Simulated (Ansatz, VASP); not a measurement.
ZrN in VASP and in Ansatz

```
CELL_PARAMETERS angstrom
0.00000 2.24507 2.24507
2.24507 0.00000 2.24507
2.24507 2.24507 0.00000
ATOMIC_POSITIONS crystal
Zr 0.50000 0.50000 0.50000
N 0.00000 0.00000 0.00000
```

Alike in both runs: task single point; functional PBEsol; dispersion D3(BJ); k mesh 8 × 8 × 8; occupations gaussian, width 0.05 eV; no spin polarisation.

```csv
,VASP,Ansatz
version,VASP 6.6.1,Ansatz 0.2.0
potentials or method,"VASP PAW PBE potentials, release 64 (Zr_sv, N), cutoff 600 eV","scalar-relativistic, plane waves, PAW"
valence electrons in the cell,17,17
```

Ansatz gave:

```
gap on the k mesh at the Fermi level (eV) : none
pressure (GPa)                            : 6.0
```

Question: Which values does VASP return?

Answer: gap on the k mesh at the Fermi level (eV): none; pressure (GPa): 6.3.

VASP's potentials were made for PBE, not for PBEsol. A gap of «none» marks a metal or a gap that the smearing closes.
